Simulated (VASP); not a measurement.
**ScCu: single point with LDA**

ScCu:

```
CELL_PARAMETERS angstrom
3.21199 0.00000 0.00000
0.00000 3.21199 0.00000
0.00000 0.00000 3.21199
ATOMIC_POSITIONS crystal
Sc 0.50000 0.50000 0.50000
Cu 0.00000 0.00000 0.00000
```

```
Program             : VASP 6.6.1
Task                : single point
Functional          : LDA
Potentials or basis : VASP PAW LDA potentials, release 64 (Sc_sv, Cu)
Cutoff              : 520 eV
k mesh              : 11 × 11 × 11
Occupations         : fermi-dirac, width 0.05 eV
Spin                : no spin polarisation
```

| Item | Value |
| --- | --- |
| Pressure | -3.6 GPa |
| Band gap on the k mesh | zero (bands 11 and 12 overlap by 1.93 eV) |

Levels at points of the mesh, in eV from the Fermi level:
```
           k point  band 9  band 10  band 11  band 12  band 13  band 14
(0.00, 0.00, 0.00)   -3.14    -3.14     0.49     0.49     3.28     3.28
```

Run time: 30 s on 1 thread of Intel Xeon 8259CL, with other jobs on the host, peak memory 0.15 GiB.

Caveat: the cell stands under tension.
